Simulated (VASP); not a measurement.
Here is a VASP 6.6.1 calculation.

The input INCAR:

```
PREC = Accurate
ENCUT = 520
EDIFF = 1E-6
ISMEAR = 0
SIGMA = 0.05
LREAL = F
LASPH = T
NELM = 80
ALGO = Normal
ISIF = 2
LWAVE = F
LCHARG = F
GGA = PE
IVDW = 12
NBANDS = 16
```

Contents of KPOINTS:

```
regular mesh
0
Gamma
  6 6 8
```

File POSCAR:

```
CdS
1.0
    4.0988808610      0.0371890004      0.0419662656
   -2.0172338114      3.4943273840     -0.0501872463
    0.0392076696     -0.0315053349      3.8771102187
Cd S
1 1
Direct
    0.0827930279      0.0474222361      0.6262116308
    0.5838736388      0.2859110973      0.2507883692
```

Potentials or basis: VASP PAW PBE potentials, release 64 (Cd, S).

The run is started by

```bash
$ cat potpaw_PBE.64/Cd/POTCAR potpaw_PBE.64/S/POTCAR > POTCAR
$ mpirun -np 1 vasp_std > vasp.out
```

(1) Predict the largest force.

(2) What does it give for the band gap on the k mesh?

(3) Predict the dispersion energy per atom.

## Answers

(1) 1.859 eV/Å.

(2) zero (band 9 reaches 0.88 eV, above the bottom of band 10 at 0.81 eV).

(3) -0.274 eV.

Caveat: the cell differs from its parent crystal (atoms moved at random and the cell strained at random); forces of over 1 eV/Å act on the atoms, so gaps and moduli don't describe the material at rest.
